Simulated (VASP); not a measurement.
# Rh (Im-3m) in VASP: a series of runs

Runs on Rh. Level: PBE. Tasks: single point.

Everything below comes from runs of VASP 6.6.1. Logs are shortened: lines on timing, memory, paths and dates and some standing lists are left out, and cuts for length are marked.

## 1. The cell of the first run

The structure is cubic, space group Im-3m (No. 229). Conventional cell: a = 3.073 Å, b = 3.073 Å, c = 3.073 Å, α = 90.00°, β = 90.00°, γ = 90.00°. Within 3.5 Å of Rh (site symmetry m-3m) lie 14 Rh at 2.66 to 3.07 Å.

This isn't the form of Rh at room conditions, which is fcc.

## 2. Single point, PBE, collinear spin, ferromagnetic start

Input file INCAR:

```
SYSTEM = Rh
  ALGO = Normal
  EDIFF = 1E-6
  ENCUT = 520
  GGA = PE
  ISIF = 2
  ISMEAR = -1
  ISPIN = 2
  LASPH = .TRUE.
  LCHARG = .TRUE.
  LELF = .TRUE.
  LMAXMIX = 4
  LORBIT = 11
  LREAL = .FALSE.
  LVHAR = .TRUE.
  LWAVE = .FALSE.
  MAGMOM = 1
  NBANDS = 18
  NELM = 150
  PREC = Accurate
  SIGMA = 0.05
```

Input file KPOINTS:

```
k-points
0
G
  15 15 15
  0 0 0
```

Input file POSCAR:

```
Rh
1.0
   -1.5363828365      1.5363828365      1.5363828365
    1.5363828365     -1.5363828365      1.5363828365
    1.5363828365      1.5363828365     -1.5363828365
Rh
1
Direct
    0.0000000000      0.0000000000      0.0000000000
```

Potentials or basis: VASP PAW PBE potentials, release 64 (Rh_pv).

Launch:

```sh
$ cat potpaw_PBE.64/Rh_pv/POTCAR > POTCAR
$ mpirun -np 1 vasp_std > vasp.out
```

OUTCAR:

```text
SYSTEM = Rh
   EDIFF = 1E-6
   ENCUT = 520
   GGA = PE
   ISIF = 2
   ISMEAR = -1
   ISPIN = 2
   LASPH = .TRUE.
   LORBIT = 11
   LREAL = .FALSE.
   NELM = 150
   PREC = Accurate

 ion  position               nearest neighbor table
   1  0.000  0.000  0.000-

  LATTYP: Found a body centered cubic cell.
 ALAT       =     3.0727656730

  Lattice vectors:

 A1 = (  -1.5363828365,   1.5363828365,   1.5363828365)
 A2 = (   1.5363828365,  -1.5363828365,   1.5363828365)
 A3 = (   1.5363828365,   1.5363828365,  -1.5363828365)

Analysis of symmetry for initial positions (statically):
=====================================================================
 Subroutine PRICEL returns:
 Original cell was already a primitive cell.

 Routine SETGRP: Setting up the symmetry group for a
 body centered cubic supercell.

 Subroutine GETGRP returns: Found 48 space group operations
 (whereof 48 operations were pure point group operations)
 out of a pool of 48 trial point group operations.

The static configuration has the point symmetry O_h .

Analysis of symmetry for dynamics (positions and initial velocities):
=====================================================================
 Subroutine PRICEL returns:
 Original cell was already a primitive cell.

 Routine SETGRP: Setting up the symmetry group for a
 body centered cubic supercell.

 Subroutine GETGRP returns: Found 48 space group operations
 (whereof 48 operations were pure point group operations)
 out of a pool of 48 trial point group operations.

The dynamic configuration has the point symmetry O_h .

Analysis of structural, dynamic, and magnetic symmetry:
=====================================================================
 Subroutine PRICEL returns:
 Original cell was already a primitive cell.

 Routine SETGRP: Setting up the symmetry group for a
 body centered cubic supercell.

 Subroutine GETGRP returns: Found 48 space group operations
 (whereof 48 operations were pure point group operations)
 out of a pool of 48 trial point group operations.

The overall configuration has the point symmetry O_h .

 Subroutine INISYM returns: Found 48 space group operations
 (whereof 48 operations are pure point group operations),
 and found     1 'primitive' translations

----------------------------------------------------------------------------------------

                                     Primitive cell

  volume of cell :      14.5064

  direct lattice vectors                    reciprocal lattice vectors
    -1.536382837  1.536382837  1.536382837     0.000000000  0.325439720  0.325439720
     1.536382837 -1.536382837  1.536382837     0.325439720  0.000000000  0.325439720
     1.536382837  1.536382837 -1.536382837     0.325439720  0.325439720  0.000000000

  length of vectors
     2.661093133  2.661093133  2.661093133     0.460241266  0.460241266  0.460241266

  position of ions in fractional coordinates (direct lattice)
     0.000000000  0.000000000  0.000000000

  ion indices of the primitive-cell ions
   primitive index   ion index
                 1           1

----------------------------------------------------------------------------------------

 KPOINTS: k-points

Automatic generation of k-mesh.
 Grid dimensions read from file:
 generate k-points for:   15   15   15

 Generating k-lattice:

  Cartesian coordinates                     Fractional coordinates (reciprocal lattice)
     0.000000000  0.021695981  0.021695981     0.066666667  0.000000000  0.000000000
     0.021695981  0.000000000  0.021695981     0.000000000  0.066666667  0.000000000
     0.021695981  0.021695981  0.000000000     0.000000000  0.000000000  0.066666667

  Length of vectors
     0.030682751  0.030682751  0.030682751

  Shift w.r.t. Gamma in fractional coordinates (k-lattice)
     0.000000000  0.000000000  0.000000000

 Subroutine IBZKPT returns following result:
 ===========================================

 Found    120 irreducible k-points:

 Following reciprocal coordinates:
            Coordinates               Weight
  0.000000  0.000000  0.000000      1.000000
  0.066667  0.000000  0.000000     12.000000
  0.133333  0.000000  0.000000     12.000000
  0.200000  0.000000  0.000000     12.000000
  0.266667  0.000000  0.000000     12.000000
  0.333333  0.000000  0.000000     12.000000
[... 16 lines left out ...]
  0.333333  0.200000  0.000000     48.000000
  0.400000  0.200000  0.000000     24.000000
 [... further k-points ...]
   k-points           NKPTS =    120   k-points in BZ     NKDIM =    120   number of bands    NBANDS=     18
   number of dos      NEDOS =    301   number of ions     NIONS =      1
   total plane-waves  NPLWV =   8000
   dimension x,y,z NGX =    20 NGY =   20 NGZ =   20
   dimension x,y,z NGXF=    40 NGYF=   40 NGZF=   40
   ions per type =               1
   NGX,Y,Z   is equivalent  to a cutoff of  12.49, 12.49, 12.49 a.u.
   NGXF,Y,Z  is equivalent  to a cutoff of  24.99, 24.99, 24.99 a.u.
 SYSTEM =  Rh
   PREC   = accura    normal or accurate (medium, high low for compatibility)
   ISTART =      0    job   : 0-new  1-cont  2-samecut
   ICHARG =      2    charge: 1-file 2-atom 10-const
   ISPIN  =      2    spin polarized calculation?
   LNONCOLLINEAR =      F non collinear calculations
   LSORBIT =      F    spin-orbit coupling
   LASPH  =      T    aspherical Exc in radial PAW
   ENCUT  =  520.0 eV  38.22 Ry    6.18 a.u.   4.95  4.95  4.95*2*pi/ulx,y,z
   NELM   =    150;   NELMIN=  2; NELMDL= -5     # of ELM steps
   EDIFF  = 0.1E-05   stopping-criterion for ELM
   LREAL  =      F    real-space projection
   EDIFFG = 0.1E-04   stopping-criterion for IOM
   NSW    =      0    number of steps for IOM
   IBRION =     -1    ionic relax: 0-MD 1-quasi-New 2-CG
   NFREE  =      0    steps in history (QN), initial steepest desc. (CG)
   ISIF   =      2    stress and relaxation
   ISYM   =      2    0-nonsym 1-usesym 2-fastsym
   POTIM  = 0.5000    time-step for ionic-motion
   TEBEG  =    0.0;   TEEND  =   0.0 temperature during run
   PSTRESS=    0.0 pullay stress
   NELECT =      15.0000    total number of electrons
   NUPDOWN=      -1.0000    fix difference up-down
   EMIN   =  10.00;   EMAX   =-10.00  energy-range for DOS
   EFERMI =   0.00;   METHOD = LEGACY
   ISMEAR =    -1;   SIGMA  =   0.05  broadening in eV -4-tet -1-fermi 0-gaus
   EFERMI_NEDOS =   21; number of points for ismear=-14 and -15
   IALGO  =     38    algorithm
   IMIX   =      4    mixing-type and parameters
     AMIX     =   0.40;   BMIX     =  1.00
     AMIX_MAG =   1.60;   BMIX_MAG =  1.00
  volume/ion in A,a.u.               =      14.51        97.89
  Fermi-wavevector in a.u.,A,eV,Ry     =   1.655462  3.128369 37.287494  2.740553
  Thomas-Fermi vector in A             =   2.743554
   LORBIT       =     11    0 simple, 1 ext, 2 COOP (PROOUT), +10 PAW based schemes
   GGA     = PE    functional components
   LHFCALC =     F    Hartree Fock is set to
   AEXX    =    0.0000 exact exchange contribution
   IVDW    =     0    specifies the selected vdW correction
   LEPSILON=     F    determine dielectric tensor
   LRPA    =     F    only Hartree local field effects (RPA)
 spin polarized calculation
  energy-cutoff  :      520.00
  volume of cell :       14.51
 maximum number of plane-waves:       402
   NGX =  9   NGY =  9   NGZ =  9

 number of electron      15.0000005 magnetization       0.4197350

 Free energy of the ion-electron system (eV)
  ---------------------------------------------------
  ext. energy  EPLUGINS =         0.00000000
  ---------------------------------------------------
  free energy    TOTEN  =        -6.91743115 eV

  energy without entropy =       -6.90035184  energy(sigma->0) =       -6.90889150

 E-fermi :  10.8411     XC(G=0): -13.6698

 val. band max:       10.8397175551   @ k =   0.3333   0.0000   0.0000
 cond. band min:      10.8420203318   @ k =   0.4000   0.0000   0.0000
 fundamental gap:      0.0023027767
 Fermi energy:        10.8411300199

 spin component 1

 k-point     1 :       0.0000    0.0000    0.0000
  band No.  band energies     occupation
      1     -35.3574      1.00000
      2     -35.3574      1.00000
      3     -35.3574      1.00000
      4       3.3613      1.00000
      5       7.9394      1.00000
      6       7.9394      1.00000
[... 10 lines left out ...]
     17      41.3277      0.00000
     18      41.3277      0.00000

 k-point     2 :       0.0667    0.0000    0.0000
  band No.  band energies     occupation
      1     -35.3851      1.00000
      2     -35.3667      1.00000
      3     -35.3574      1.00000
      4       3.5412      1.00000
      5       7.8690      1.00000
      6       7.9389      1.00000
[... 10 lines left out ...]
     17      40.9992      0.00000
     18      43.2110      0.00000
[... 442 lines left out ...]
 k-point    24 :       0.4000    0.2000    0.0000
  band No.  band energies     occupation
      1     -35.9004      1.00000
      2     -35.6481      1.00000
      3     -35.4187      1.00000
      4       5.9380      1.00000
      5       6.8160      1.00000
      6       8.6572      1.00000
[... 10 lines left out ...]
     17      45.0087      0.00000
     18      45.7683      0.00000

 [... further k-points ...]

 spin component 2

 k-point     1 :       0.0000    0.0000    0.0000
  band No.  band energies     occupation
      1     -35.0154      1.00000
      2     -35.0154      1.00000
      3     -35.0154      1.00000
      4       3.4146      1.00000
      5       8.1634      1.00000
      6       8.1634      1.00000
[... 10 lines left out ...]
     17      41.5460      0.00000
     18      41.5460      0.00000

 k-point     2 :       0.0667    0.0000    0.0000
  band No.  band energies     occupation
      1     -35.0433      1.00000
      2     -35.0247      1.00000
      3     -35.0154      1.00000
      4       3.5946      1.00000
      5       8.0918      1.00000
      6       8.1621      1.00000
[... 10 lines left out ...]
     17      41.1353      0.00000
     18      43.3800      0.00000
[... 442 lines left out ...]
 k-point    24 :       0.4000    0.2000    0.0000
  band No.  band energies     occupation
      1     -35.5642      1.00000
      2     -35.3091      1.00000
      3     -35.0773      1.00000
      4       6.1327      1.00000
      5       7.0244      1.00000
      6       8.9023      1.00000
[... 10 lines left out ...]
     17      45.0752      0.00000
     18      45.9022      0.00000

 [... further k-points ...]

------------------------ aborting loop because EDIFF is reached ----------------------------------------

  FORCE on cell =-STRESS in cart. coord.  units (eV):
  Direction    XX          YY          ZZ          XY          YZ          ZX
  --------------------------------------------------------------------------------------
  -------------------------------------------------------------------------------------
  Total        0.0011126      0.0011126      0.0011126     -0.0000000     -0.0000000      0.0000000
  in kB        0.1228805      0.1228805      0.1228805     -0.0000000     -0.0000000      0.0000000
  external PRESSURE =       0.1228805 kB  Pullay stress =       0.0000000 kB

 VOLUME and BASIS-vectors are now :
 -----------------------------------------------------------------------------
  energy-cutoff  :      520.00
  volume of cell :       14.51
      direct lattice vectors                 reciprocal lattice vectors
    -1.536382837  1.536382837  1.536382837     0.000000000  0.325439720  0.325439720
     1.536382837 -1.536382837  1.536382837     0.325439720  0.000000000  0.325439720
     1.536382837  1.536382837 -1.536382837     0.325439720  0.325439720  0.000000000

 POSITION                                       TOTAL-FORCE (eV/Angst)
 -----------------------------------------------------------------------------------
      0.00000      0.00000      0.00000        -0.000000     -0.000000      0.000000
 -----------------------------------------------------------------------------------
    total drift:                                0.000000     -0.000000      0.000000

  FREE ENERGIE OF THE ION-ELECTRON SYSTEM (eV)
  ---------------------------------------------------
  free  energy   TOTEN  =        -6.9174311484 eV

  energy  without entropy=       -6.9003518418  energy(sigma->0) =       -6.90889150

 total charge

# of ion       s       p       d       tot
------------------------------------------
    1        0.382   6.253   7.084  13.720

 magnetization (x)

# of ion       s       p       d       tot
------------------------------------------
    1        0.001  -0.002   0.424   0.423
```

It took 73 s on 1 thread of Intel Xeon 8259CL, shared host; peak memory 0.16 GiB.

What came out:

| Property | Result |
| --- | --- |
| Free energy | -6.9174 eV |
| Pressure | 0.0 GPa |
| Net moment | 0.42 μB per cell |
| Site moments | Rh +0.42 μB |
| Valence electrons inside the program's atomic spheres | Rh 13.72 |

Levels at points of the mesh, in eV from the Fermi level:
Spin up:
| k point | band 4 | band 5 | band 6 | band 7 | band 8 | band 9 | band 10 | band 11 | band 12 | band 13 |
| --- | --- | --- | --- | --- | --- | --- | --- | --- | --- | --- |
| (0.00, 0.00, 0.00) | -7.48 | -2.90 | -2.90 | -2.90 | -0.69 | -0.69 | 18.36 | 18.36 | 18.36 | 20.82 |
Spin down:
```tsv
k point	band 4	band 5	band 6	band 7	band 8	band 9	band 10	band 11
(0.00, 0.00, 0.00)	-7.43	-2.68	-2.68	-2.68	-0.26	-0.26	18.39	18.39
```

## 3. Single point, PBE, collinear spin, ferromagnetic start (12.77 Å³/atom)

This run uses another cell than the first one, of 12.77 Å³/atom.

Input file INCAR:

```
ALGO = Normal
EDIFF = 1E-6
ENCUT = 520
GGA = PE
ISIF = 2
ISMEAR = -1
ISPIN = 2
LASPH = T
LCHARG = F
LMAXMIX = 4
LORBIT = 11
LREAL = F
LWAVE = F
MAGMOM = 0.466
NBANDS = 18
NELM = 150
PREC = Accurate
SIGMA = 0.05
```

Input file KPOINTS:

```
k-points
0
Gamma
  16 16 16
```

Input file POSCAR:

```
Rh
1.0
   -1.4722910462      1.4722910462      1.4722910462
    1.4722910462     -1.4722910462      1.4722910462
    1.4722910462      1.4722910462     -1.4722910462
Rh
1
Direct
    0.0000000000      0.0000000000      0.0000000000
```

Potentials or basis: VASP PAW PBE potentials, release 64 (Rh_pv).

Launch:

```sh
$ cat potpaw_PBE.64/Rh_pv/POTCAR > POTCAR
$ mpirun -np 1 vasp_std > vasp.out
```

OUTCAR:

```text
EDIFF = 1E-6
   ENCUT = 520
   GGA = PE
   ISIF = 2
   ISMEAR = -1
   ISPIN = 2
   LASPH = T
   LORBIT = 11
   LREAL = F
   NELM = 150
   PREC = Accurate

 ion  position               nearest neighbor table
   1  0.000  0.000  0.000-

  LATTYP: Found a body centered cubic cell.
 ALAT       =     2.9445820924

  Lattice vectors:

 A1 = (  -1.4722910462,   1.4722910462,   1.4722910462)
 A2 = (   1.4722910462,  -1.4722910462,   1.4722910462)
 A3 = (   1.4722910462,   1.4722910462,  -1.4722910462)

Analysis of symmetry for initial positions (statically):
=====================================================================
 Subroutine PRICEL returns:
 Original cell was already a primitive cell.

 Routine SETGRP: Setting up the symmetry group for a
 body centered cubic supercell.

 Subroutine GETGRP returns: Found 48 space group operations
 (whereof 48 operations were pure point group operations)
 out of a pool of 48 trial point group operations.

The static configuration has the point symmetry O_h .

Analysis of symmetry for dynamics (positions and initial velocities):
[... 682 lines left out ...]

 [... further k-points ...]

 spin component 2

 k-point     1 :       0.0000    0.0000    0.0000
  band No.  band energies     occupation
      1     -32.8966      1.00000
      2     -32.8966      1.00000
      3     -32.8966      1.00000
      4       4.8339      1.00000
      5       9.8754      1.00000
      6       9.8754      1.00000
[... 493 lines left out ...]
     17      47.1232      0.00000
     18      49.5188      0.00000

 [... further k-points ...]

------------------------ aborting loop because EDIFF is reached ----------------------------------------

  FORCE on cell =-STRESS in cart. coord.  units (eV):
  Direction    XX          YY          ZZ          XY          YZ          ZX
  --------------------------------------------------------------------------------------
  -------------------------------------------------------------------------------------
  Total        3.2565679      3.2565679      3.2565679     -0.0000000      0.0000000      0.0000000
  in kB      408.7236037    408.7236037    408.7236037     -0.0000000      0.0000000      0.0000000
  external PRESSURE =     408.7236037 kB  Pullay stress =       0.0000000 kB

 VOLUME and BASIS-vectors are now :
 -----------------------------------------------------------------------------
  energy-cutoff  :      520.00
  volume of cell :       12.77
      direct lattice vectors                 reciprocal lattice vectors
    -1.472291046  1.472291046  1.472291046     0.000000000  0.339606765  0.339606765
     1.472291046 -1.472291046  1.472291046     0.339606765  0.000000000  0.339606765
     1.472291046  1.472291046 -1.472291046     0.339606765  0.339606765  0.000000000

 POSITION                                       TOTAL-FORCE (eV/Angst)
 -----------------------------------------------------------------------------------
      0.00000      0.00000      0.00000        -0.000000      0.000000     -0.000000
 -----------------------------------------------------------------------------------
    total drift:                                0.000000     -0.000000      0.000000

  FREE ENERGIE OF THE ION-ELECTRON SYSTEM (eV)
  ---------------------------------------------------
  free  energy   TOTEN  =        -6.7239807703 eV

  energy  without entropy=       -6.7079036194  energy(sigma->0) =       -6.71594219

 total charge

# of ion       s       p       d       tot
------------------------------------------
    1        0.435   6.331   7.193  13.960

 magnetization (x)

# of ion       s       p       d       tot
------------------------------------------
    1        0.001  -0.002   0.318   0.316
```

OSZICAR:

```text
N       E                     dE             d eps       ncg     rms          rms(c)
DAV:   1     0.130999841469E+03    0.13100E+03   -0.79141E+03 10640   0.903E+02
DAV:   2    -0.456993047137E+01   -0.13557E+03   -0.12800E+03 11226   0.298E+02
DAV:   3    -0.709324101375E+01   -0.25233E+01   -0.25054E+01 11790   0.427E+01
DAV:   4    -0.710071382559E+01   -0.74728E-02   -0.74722E-02 11602   0.235E+00
DAV:   5    -0.710074985500E+01   -0.36029E-04   -0.36030E-04 11306   0.146E-01    0.132E+01
DAV:   6    -0.674851528069E+01    0.35223E+00   -0.37859E-01 11032   0.805E+00    0.565E+00
DAV:   7    -0.672677558164E+01    0.21740E-01   -0.19091E-02 11616   0.162E+00    0.234E+00
DAV:   8    -0.672254614280E+01    0.42294E-02   -0.44393E-03 11194   0.693E-01    0.716E-01
DAV:   9    -0.672396175439E+01   -0.14156E-02   -0.45850E-04 11606   0.233E-01    0.985E-02
DAV:  10    -0.672398343398E+01   -0.21680E-04   -0.35208E-05 11258   0.537E-02    0.207E-02
DAV:  11    -0.672398147043E+01    0.19635E-05   -0.15618E-06  9616   0.126E-02    0.963E-03
DAV:  12    -0.672398077030E+01    0.70013E-06   -0.45695E-07  7278   0.654E-03
   1 F= -.67239808E+01 E0= -.67159422E+01  d E =-.160772E-01  mag=     0.3149
```

stdout:

```text
POSCAR found type information on POSCAR Rh
 POSCAR found :  1 types and       1 ions
 scaLAPACK will be used
 LDA part: xc-table for (Slater+PW92), standard interpolation
 POSCAR, INCAR and KPOINTS ok, starting setup
 FFT: planning ... GRIDC
 FFT: planning ... GRID_SOFT
 FFT: planning ... GRID
 WAVECAR not read
 entering main loop
```

Run time: 87 s. Hardware: 1 thread of Intel Xeon 8259CL, shared host; peak memory 0.17 GiB.

Results:

- Free energy: -6.7240 eV
- Pressure: 40.9 GPa
- Net moment: 0.31 μB per cell
- Site moments: Rh +0.32 μB
- Valence electrons inside the program's atomic spheres: Rh 13.96

Caveat: the cell stands under pressure.

(Continued in part 2 of 2.)
